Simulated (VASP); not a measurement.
Here is a VASP 6.6.1 calculation.

The input INCAR:

```
SYSTEM = KTlO2F2
PREC = Accurate
ENCUT = 520
EDIFF = 1E-7
ISMEAR = 1
SIGMA = 0.2327
LREAL = .FALSE.
LASPH = .TRUE.
NELM = 100
ALGO = Normal
ISIF = 2
LWAVE = .FALSE.
LCHARG = .TRUE.
GGA = PS
LELF = .TRUE.
LVHAR = .TRUE.
NBANDS = 33
```

The input KPOINTS:

```
regular mesh
0
G
  5 5 5
  0 0 0
```

File POSCAR:

```
KTlO2F2
1.0
    1.3227180000     -4.0408750000      0.0000000000
    0.0000000000      2.2369210000     -3.6158610000
    5.5110540000      4.0408750000      0.0000000000
F O K Tl
2 2 1 1
Direct
    0.3560000000      0.6440000000      0.0680000000
    0.6440000000      0.3560000000      0.9320000000
    0.1020000000      0.8980000000      0.3060000000
    0.8980000000      0.1020000000      0.6940000000
    0.5000000000      0.5000000000      0.5000000000
    0.0000000000      0.0000000000      0.0000000000
```

Potentials or basis: VASP PAW PBE potentials, release 64 (F, O, K_sv, Tl_d).

Command:

```console
$ cat potpaw_PBE.64/F/POTCAR potpaw_PBE.64/O/POTCAR potpaw_PBE.64/K_sv/POTCAR potpaw_PBE.64/Tl_d/POTCAR > POTCAR
$ mpirun -np 1 vasp_std > vasp.out
```

Question: What does it give for the largest force?

Answer: 0.698 eV/Å.

Question: What does it give for the pressure?

Answer: 0.6 GPa.

Question: What does it give for the band gap on the k mesh?

Answer: Zero (band 24 reaches -0.90 eV, above the bottom of band 25 at -1.15 eV).

Stress tensor (GPa, compression positive):
```
 2.75  1.12  0.69
 1.12 -0.31  0.23
 0.69  0.23 -0.54
```

Caveat: the PAW data sets were made with another functional, which shifts forces and pressure a little; spin-orbit coupling is left out, which moves the levels of the heavy elements.
